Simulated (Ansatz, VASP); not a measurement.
Two plane-wave programs on SiC5

POSCAR

```
SiC5
1.0
    2.6691078954      0.0000000000      0.0000000000
   -1.3345539477      2.3115152428      0.0000000000
    0.0000000000      0.0000000000      6.6074305643
C Si
5 1
Direct
    0.0000000000      0.0000000000     -0.0279056134
    0.6666666667      0.3333333333      0.6696755148
    0.3333333333      0.6666666667      0.3656409587
    0.6666666667      0.3333333333      0.8962861346
    0.3333333333      0.6666666667      0.5929510660
    0.0000000000      0.0000000000      0.2533519394
```

File INCAR.step1:

```
SYSTEM = SiC5
ALGO     = Normal         ! electronic algorithm
EDIFF    = 1E-5           ! SCF threshold, eV
ENCUT    = 910            ! plane-wave cutoff, eV
GGA      = PE             ! functional
GGA_COMPAT= .FALSE.      
ISMEAR   = 0              ! smearing method
LASPH    = .TRUE.         ! aspherical terms in the spheres
LCHARG   = .FALSE.        ! write CHGCAR
LREAL    = .FALSE.        ! projectors in reciprocal space
LWAVE    = .TRUE.         ! write WAVECAR
NBANDS   = 21             ! bands
NELM     = 120            ! most SCF steps
PREC     = Accurate       ! precision mode
SIGMA    = 0.01           ! smearing width, eV
```

File INCAR.step2:

```
SYSTEM = SiC5
ALGO     = Normal         ! electronic algorithm
EDIFF    = 1E-6           ! SCF threshold, eV
ENCUT    = 910            ! plane-wave cutoff, eV
GGA_COMPAT= .FALSE.      
ISIF     = 2              ! what is computed and relaxed
ISMEAR   = 0              ! smearing method
ISTART   = 1            
LASPH    = .TRUE.         ! aspherical terms in the spheres
LCHARG   = .FALSE.        ! write CHGCAR
LMIXTAU  = .TRUE.       
LREAL    = .FALSE.        ! projectors in reciprocal space
LWAVE    = .FALSE.        ! write WAVECAR
METAGGA  = R2SCAN         ! meta-GGA
NBANDS   = 21             ! bands
NELM     = 120            ! most SCF steps
PREC     = Accurate       ! precision mode
SIGMA    = 0.01           ! smearing width, eV
```

File KPOINTS:

```
k-points
0
G
  9 9 4
  0 0 0
```

Input for Ansatz:

```yaml
crystal:
  lattice:
    - [2.6691078954, 0.0, 0.0]
    - [-1.3345539477, 2.3115152428, 0.0]
    - [0.0, 0.0, 6.6074305643]
  atoms:
    - { symbol: C, position: [0.0, 0.0, -0.0279056134] }
    - { symbol: C, position: [0.6666666667, 0.3333333333, 0.6696755148] }
    - { symbol: C, position: [0.3333333333, 0.6666666667, 0.3656409587] }
    - { symbol: C, position: [0.6666666667, 0.3333333333, 0.8962861346] }
    - { symbol: C, position: [0.3333333333, 0.6666666667, 0.592951066] }
    - { symbol: Si, position: [0.0, 0.0, 0.2533519394] }
kpoints:
  mp_grid: { grid: [9, 9, 4] }
hamiltonian:
  xc: r2scan
scf:
  occupations: { method: fixed }
  n_extra_bands: 5
output:
  forces: true
  stress: true
  eigenvalues: true
```

Alike in both runs: task single point; functional r2SCAN; k mesh 9 × 9 × 4; no spin polarisation.

```csv
,VASP,Ansatz
version,VASP 6.6.1,Ansatz 0.2.0
potentials or method,"VASP PAW PBE potentials, release 64 (C_h, Si)","plane waves, PAW"
plane-wave cutoff (eV),910,500
occupations,"gaussian, width 0.01 eV",fixed
valence electrons in the cell,24,24
```

Ansatz gave:

| Property | Result |
| --- | --- |
| gap on the k mesh at the Fermi level (eV) | 1.81 |
| rms of the force components (eV/Å) | 0.205 |

Problem. Estimate VASP's values.

Solution. gap on the k mesh at the Fermi level (eV): 1.82; rms of the force components (eV/Å): 0.186.

VASP's potentials were made for PBE, not for r2SCAN. Atom by atom the forces differ by 0.023 eV/Å (rms over components).

Noted on VASP's run: the cutoff is short for stress, so the pressure is rough.
